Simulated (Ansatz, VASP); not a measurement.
**Mo in VASP and in Ansatz**

The input INCAR:

```
PREC = Accurate
ENCUT = 520
EDIFF = 1E-6
ISMEAR = 0
SIGMA = 0.1
LREAL = F
LASPH = T
NELM = 80
ALGO = Normal
ISIF = 2
LWAVE = F
LCHARG = F
GGA = PE
NBANDS = 13
```

Contents of KPOINTS:

```
regular mesh
0
Gamma
  8 8 8
```

File POSCAR:

```
Mo
1.0
   -1.3954239134      1.3954239134      2.1229339179
    1.3954239134     -1.3954239134      2.1229339179
    1.3954239134      1.3954239134     -2.1229339179
Mo
1
Direct
    0.0000000000      0.0000000000      0.0000000000
```

Input for Ansatz:

```yaml
crystal:
  lattice:
    - [-1.3954239134, 1.3954239134, 2.1229339179]
    - [1.3954239134, -1.3954239134, 2.1229339179]
    - [1.3954239134, 1.3954239134, -2.1229339179]
  atoms:
    - { symbol: Mo, position: [0.0, 0.0, 0.0] }
basis:
  ecutwfc: 420
kpoints:
  mp_grid: { grid: [8, 8, 8] }
hamiltonian:
  xc: pbe
scf:
  occupations: { method: gaussian, width: 0.1 }
  lower_state_search: "off"
output:
  forces: true
  stress: true
  eigenvalues: true
```

Alike in both runs: task single point; functional PBE; k mesh 8 × 8 × 8; occupations gaussian, width 0.1 eV; no spin polarisation.

```csv
,VASP,Ansatz
version,VASP 6.6.1,Ansatz 0.2.0
potentials or method,"VASP PAW PBE potentials, release 64 (Mo_sv), cutoff 520 eV","scalar-relativistic, plane waves, PAW"
valence electrons in the cell,14,14
```

```csv
,VASP,Ansatz,Ansatz less VASP
gap on the k mesh at the Fermi level (eV),none,none,-
pressure (GPa),-6.5,-6.9,-0.36
"traceless stress, the component that is largest in VASP (GPa)",5.95,5.97,+0.025
```

A gap of «none» marks a metal or a gap that the smearing closes.

The k mesh is coarse, so the values compare programs but aren't converged.
